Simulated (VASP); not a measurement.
# ZrNbTe3 (P-62m) in VASP: a series of runs, part 2 of 2

VASP 6.6.1.

### 5 Single point, PBE, collinear spin, ferromagnetic start

This run uses another cell than the first one, of 34.73 Å³/atom, 1.168 times its volume.

INCAR reads:

```
SYSTEM = ZrNbTe3
PREC = Accurate
ENCUT = 520
EDIFF = 1E-7
ISMEAR = 0
SIGMA = 0.1
LREAL = .FALSE.
LASPH = .TRUE.
NELM = 150
ALGO = Normal
ISIF = 2
LWAVE = .FALSE.
LCHARG = .FALSE.
ISPIN = 2
MAGMOM = 1 1 0 0 0
LORBIT = 11
LMAXMIX = 4
GGA = PE
NBANDS = 34
```

KPOINTS reads:

```
regular mesh
0
G
  3 3 4
  0 0 0
```

POSCAR reads:

```
ZrNbTe3
1.0
    6.3750858824      0.0000000000      0.0000000000
   -3.1875429412      5.5209863255      0.0000000000
    0.0000000000      0.0000000000      4.9343985449
Zr Nb Te
1 1 3
Direct
    0.0000000000      0.0000000000      0.0000000000
    0.0000000000      0.0000000000      0.5000000000
    0.4644834893      0.0000000000      0.0000000000
    0.0000000000      0.4644834893      0.0000000000
    0.5355165107      0.5355165107      0.0000000000
```

Potentials or basis: VASP PAW PBE potentials, release 64 (Zr_sv, Nb_sv, Te).

Command:

```
$ cat potpaw_PBE.64/Zr_sv/POTCAR potpaw_PBE.64/Nb_sv/POTCAR potpaw_PBE.64/Te/POTCAR > POTCAR
$ mpirun -np 1 vasp_std > vasp.out
```

OUTCAR:

```text
SYSTEM = ZrNbTe3
   PREC = Accurate
   ENCUT = 520
   EDIFF = 1E-7
   ISMEAR = 0
   LREAL = .FALSE.
   LASPH = .TRUE.
   NELM = 150
   ISIF = 2
   ISPIN = 2
   LORBIT = 11
   GGA = PE

 ion  position               nearest neighbor table
   1  0.000  0.000  0.000-   2 2.47   2 2.47   3 2.96   5 2.96   4 2.96   3 3.41   4 3.41   5 3.41

   2  0.000  0.000  0.500-   1 2.47   1 2.47
   3  0.464  0.000  0.000-   1 2.96   4 3.21   5 3.21   5 3.21   4 3.21   1 3.41
   4  0.000  0.464  0.000-   1 2.96   5 3.21   5 3.21   3 3.21   3 3.21   1 3.41
   5  0.536  0.536  0.000-   1 2.96   4 3.21   4 3.21   3 3.21   3 3.21   1 3.41

  LATTYP: Found a hexagonal cell.
 ALAT       =     6.3750858824
 C/A-ratio  =     0.7740128739

  Lattice vectors:

 A1 = (   6.3750858824,   0.0000000000,   0.0000000000)
 A2 = (  -3.1875429412,   5.5209863255,   0.0000000000)
 A3 = (   0.0000000000,   0.0000000000,   4.9343985449)

Analysis of symmetry for initial positions (statically):
=====================================================================
 Subroutine PRICEL returns:
 Original cell was already a primitive cell.

 Routine SETGRP: Setting up the symmetry group for a
 hexagonal supercell.

 Subroutine GETGRP returns: Found 12 space group operations
 (whereof 12 operations were pure point group operations)
 out of a pool of 24 trial point group operations.

The static configuration has the point symmetry D_3h.

Analysis of symmetry for dynamics (positions and initial velocities):
=====================================================================
 Subroutine PRICEL returns:
 Original cell was already a primitive cell.

 Routine SETGRP: Setting up the symmetry group for a
 hexagonal supercell.

 Subroutine GETGRP returns: Found 12 space group operations
 (whereof 12 operations were pure point group operations)
 out of a pool of 24 trial point group operations.

The dynamic configuration has the point symmetry D_3h.

Analysis of structural, dynamic, and magnetic symmetry:
=====================================================================
 Subroutine PRICEL returns:
 Original cell was already a primitive cell.

 Routine SETGRP: Setting up the symmetry group for a
 hexagonal supercell.

 Subroutine GETGRP returns: Found 12 space group operations
 (whereof 12 operations were pure point group operations)
 out of a pool of 24 trial point group operations.

The overall configuration has the point symmetry D_3h.

 Subroutine INISYM returns: Found 12 space group operations
 (whereof 12 operations are pure point group operations),
 and found     1 'primitive' translations

----------------------------------------------------------------------------------------

                                     Primitive cell

  volume of cell :     173.6749

  direct lattice vectors                    reciprocal lattice vectors
     6.375085882  0.000000000  0.000000000     0.156860632  0.090563528  0.000000000
    -3.187542941  5.520986326  0.000000000     0.000000000  0.181127056  0.000000000
     0.000000000  0.000000000  4.934398545     0.000000000  0.000000000  0.202658944

  length of vectors
     6.375085882  6.375085882  4.934398545     0.181127056  0.181127056  0.202658944
[... 72 lines left out ...]
   LREAL  =      F    real-space projection
   EDIFFG = 0.1E-05   stopping-criterion for IOM
   NSW    =      0    number of steps for IOM
   IBRION =     -1    ionic relax: 0-MD 1-quasi-New 2-CG
   NFREE  =      0    steps in history (QN), initial steepest desc. (CG)
   ISIF   =      2    stress and relaxation
   ISYM   =      2    0-nonsym 1-usesym 2-fastsym
   POTIM  = 0.5000    time-step for ionic-motion
   TEBEG  =    0.0;   TEEND  =   0.0 temperature during run
   PSTRESS=    0.0 pullay stress
   NELECT =      43.0000    total number of electrons
   NUPDOWN=      -1.0000    fix difference up-down
   EMIN   =  10.00;   EMAX   =-10.00  energy-range for DOS
   EFERMI =   0.00;   METHOD = LEGACY
   ISMEAR =     0;   SIGMA  =   0.10  broadening in eV -4-tet -1-fermi 0-gaus
   EFERMI_NEDOS =   21; number of points for ismear=-14 and -15
   IALGO  =     38    algorithm
   IMIX   =      4    mixing-type and parameters
     AMIX     =   0.40;   BMIX     =  1.00
     AMIX_MAG =   1.60;   BMIX_MAG =  1.00
  volume/ion in A,a.u.               =      34.73       234.40
  Fermi-wavevector in a.u.,A,eV,Ry     =   1.027982  1.942604 14.377904  1.056746
  Thomas-Fermi vector in A             =   2.161955
   LORBIT       =     11    0 simple, 1 ext, 2 COOP (PROOUT), +10 PAW based schemes
   GGA     = PE    functional components
   LHFCALC =     F    Hartree Fock is set to
   AEXX    =    0.0000 exact exchange contribution
   IVDW    =     0    specifies the selected vdW correction
   LEPSILON=     F    determine dielectric tensor
   LRPA    =     F    only Hartree local field effects (RPA)
 spin polarized calculation
 Gauss-broadening in eV      SIGMA  =   0.10
  energy-cutoff  :      520.00
  volume of cell :      173.67
 maximum number of plane-waves:      4692
 NGX is ok and might be reduce to    48
   NGX = 23   NGY = 23   NGZ = 19

 number of electron      42.9999999 magnetization       0.9909412

 Free energy of the ion-electron system (eV)
  ---------------------------------------------------
  ext. energy  EPLUGINS =         0.00000000
  ---------------------------------------------------
  free energy    TOTEN  =       -23.81431257 eV

  energy without entropy =      -23.77017274  energy(sigma->0) =      -23.79224266

 E-fermi :   5.2072     XC(G=0):  -8.7799

 val. band max:        5.1880218045   @ k =   0.3333  -0.0000   0.0000
 cond. band min:       5.2084911526   @ k =   0.3333  -0.0000   0.2500
 fundamental gap:      0.0204693481
 Fermi energy:         5.2071517078

 spin component 1

 k-point     1 :       0.0000    0.0000    0.0000
  band No.  band energies     occupation
      1     -50.2188      1.00000
      2     -43.5520      1.00000
      3     -26.6359      1.00000
      4     -26.5181      1.00000
      5     -26.5181      1.00000
      6     -21.7180      1.00000
[... 313 lines left out ...]
     32      10.7300      0.00000
     33      10.9552      0.00000
 Fermi energy:         5.2071517078

 spin component 2

 k-point     1 :       0.0000    0.0000    0.0000
  band No.  band energies     occupation
      1     -49.6408      1.00000
      2     -43.5578      1.00000
      3     -26.2842      1.00000
      4     -25.7206      1.00000
      5     -25.7206      1.00000
      6     -21.7094      1.00000
[... 313 lines left out ...]
     32      10.7848      0.00000
     33      11.1806      0.00000
 [bands above 33 left out]

------------------------ aborting loop because EDIFF is reached ----------------------------------------

  FORCE on cell =-STRESS in cart. coord.  units (eV):
  Direction    XX          YY          ZZ          XY          YZ          ZX
  --------------------------------------------------------------------------------------
  -------------------------------------------------------------------------------------
  Total        0.4906722      0.4906722      0.6599008      0.0000000      0.0000000      0.0000000
  in kB        4.5265271      4.5265271      6.0876866      0.0000000      0.0000000      0.0000000
  external PRESSURE =       5.0469136 kB  Pullay stress =       0.0000000 kB

 VOLUME and BASIS-vectors are now :
 -----------------------------------------------------------------------------
  energy-cutoff  :      520.00
  volume of cell :      173.67
      direct lattice vectors                 reciprocal lattice vectors
     6.375085882  0.000000000  0.000000000     0.156860632  0.090563528  0.000000000
    -3.187542941  5.520986326  0.000000000     0.000000000  0.181127056  0.000000000
     0.000000000  0.000000000  4.934398545     0.000000000  0.000000000  0.202658944

 POSITION                                       TOTAL-FORCE (eV/Angst)
 -----------------------------------------------------------------------------------
      0.00000      0.00000      0.00000         0.000000      0.000000     -0.000000
      0.00000      0.00000      2.46720         0.000000      0.000000     -0.000000
      2.96112      0.00000      0.00000         0.040872      0.000000      0.000000
     -1.48056      2.56441      0.00000        -0.020436      0.035396     -0.000000
      1.70698      2.95658      0.00000        -0.020436     -0.035396     -0.000000
 -----------------------------------------------------------------------------------
    total drift:                                0.000000      0.000000      0.000000

  FREE ENERGIE OF THE ION-ELECTRON SYSTEM (eV)
  ---------------------------------------------------
  free  energy   TOTEN  =       -23.8143125725 eV

  energy  without entropy=      -23.7701727395  energy(sigma->0) =      -23.79224266

 total charge

# of ion       s       p       d       tot
------------------------------------------
    1        2.199   5.931   1.990  10.120
    2        2.149   5.896   2.796  10.841
    3        1.418   1.860   0.038   3.317
    4        1.418   1.860   0.038   3.317
    5        1.418   1.860   0.038   3.317
--------------------------------------------------
tot          8.602  17.408   4.901  30.911

 magnetization (x)

# of ion       s       p       d       tot
------------------------------------------
    1       -0.001   0.004  -0.016  -0.013
    2        0.022   0.008   0.829   0.858
    3       -0.001  -0.069   0.001  -0.069
    4       -0.001  -0.069   0.001  -0.069
    5       -0.001  -0.069   0.001  -0.069
--------------------------------------------------
tot          0.019  -0.196   0.814   0.637
```

It took 3.9 min on 1 thread of Intel Xeon Platinum 8259CL at 2.50GHz (Skylake/Cascade Lake), shared host; peak memory 0.41 GiB.

What came out:

```yaml
Free_energy: -23.8143 eV
Pressure: 0.5 GPa
Largest_force: 0.041 eV/Å
Band_gap_on_the_k_mesh: zero (filled and empty bands overlap)
Net_moment: 0.99 μB per cell
Site_moments: Zr -0.01; Nb +0.86; Te -0.07 μB
Valence_electrons_inside_the_program's_atomic_spheres: Zr 10.12; Nb 10.84; Te 3.32
```

Forces in eV/Å, atoms in the order of the input:
```
Zr   0.000  0.000  0.000
Nb   0.000  0.000  0.000
Te   0.041  0.000  0.000
Te  -0.020  0.035  0.000
Te  -0.020 -0.035  0.000
```

Stress tensor (GPa, compression positive):
```
0.45 0.00 0.00
0.00 0.45 0.00
0.00 0.00 0.61
```

Caveat: the k points lie up to 0.38 Å⁻¹ apart; spin-orbit coupling is left out, which moves the levels of the heavy elements.

### 6 Summary

| task | spin | cell | cutoff (eV) | gap on the mesh (eV) | pressure (GPa) | largest force (eV/Å) |
| --- | --- | --- | --- | --- | --- | --- |
| single point | off | a = 6.081, b = 6.081, c = 4.642 Å, angles 90.0, 90.0, 120.0°, 5 atoms | 520 | none | 37.3 | 12.01 |
| single point | off | a = 6.375, b = 6.375, c = 4.934 Å, angles 90.0, 90.0, 120.0°, 5 atoms | 520 | none | 0.2 | 0.01 |
| relaxation of cell and atoms | off | relaxed from a = 6.081, b = 6.081, c = 4.642 Å, angles 90.0, 90.0, 120.0°, 5 atoms | 600 | none | 0.0 | - |
| single point | collinear, ferromagnetic start | a = 6.375, b = 6.375, c = 4.934 Å, angles 90.0, 90.0, 120.0°, 5 atoms | 520 | none | 0.5 | 0.04 |

Alike in all rows: level PBE; potentials or basis VASP PAW PBE potentials, release 64 (Zr_sv, Nb_sv, Te); k mesh 3 × 3 × 4; smearing gaussian 0.1 eV.

Caveats: all runs use coarse meshes; spin-orbit coupling is left out, which moves the levels of the heavy elements; forces of over 1 eV/Å act on the atoms, so gaps and moduli don't describe the material at rest (some runs); the volume moved by over 15 % at a fixed basis, so the end points are rough (some runs).

Total energies depend on the potentials used, so only differences within one code and one set of settings carry meaning.
